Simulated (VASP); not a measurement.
A run of VASP 6.6.1 is set up as follows.

File POSCAR:

```
GaSb3
1.0
    0.0000000000      3.7305950000      3.7305950000
    3.7305950000      0.0000000000      3.7305950000
    3.7305950000      3.7305950000      0.0000000000
Ga Sb
1 3
Direct
    0.0000000000      0.0000000000      0.0000000000
    0.2500000000      0.2500000000      0.2500000000
    0.7500000000      0.7500000000      0.7500000000
    0.5000000000      0.5000000000      0.5000000000
```

File INCAR.step1:

```
SYSTEM = GaSb3
PREC = Accurate
ENCUT = 520
ISMEAR = -1
SIGMA = 0.1
LREAL = .False.
LASPH = .True.
NELM = 100
NBANDS = 22
GGA = PE
ALGO = Normal
EDIFF = 1E-4
LWAVE = .True.
LCHARG = .False.
```

The input INCAR.step2:

```
SYSTEM = GaSb3
PREC = Accurate
ENCUT = 520
EDIFF = 1E-6
ISMEAR = -1
SIGMA = 0.1
LREAL = .False.
LASPH = .True.
NELM = 100
ALGO = Normal
ISIF = 2
LWAVE = .False.
LCHARG = .True.
METAGGA = R2SCAN
LMIXTAU = .True.
LELF = .True.
LVHAR = .True.
NBANDS = 22
ISTART = 1
```

Contents of KPOINTS:

```
regular mesh
0
Gamma
  4 4 4
  0 0 0
```

Potentials or basis: VASP PAW PBE potentials, release 64 (Ga_d, Sb).

Run with:

```console
$ cat potpaw_PBE.64/Ga_d/POTCAR potpaw_PBE.64/Sb/POTCAR > POTCAR
$ cp INCAR.step1 INCAR
$ mpirun -np 1 vasp_std > vasp.out
$ cp INCAR.step2 INCAR
$ mpirun -np 1 vasp_std > vasp.out
```

(1) Predict the pressure.

(2) What does it give for the band gap on the k mesh?

Answers

(1) -3.0 GPa.

(2) zero (band 14 reaches 8.79 eV, above the bottom of band 15 at 4.84 eV).

Caveat: the k points lie up to 0.36 Å⁻¹ apart; the PAW data sets were made with another functional, which shifts forces and pressure a little; spin-orbit coupling is left out, which moves the levels of the heavy elements.
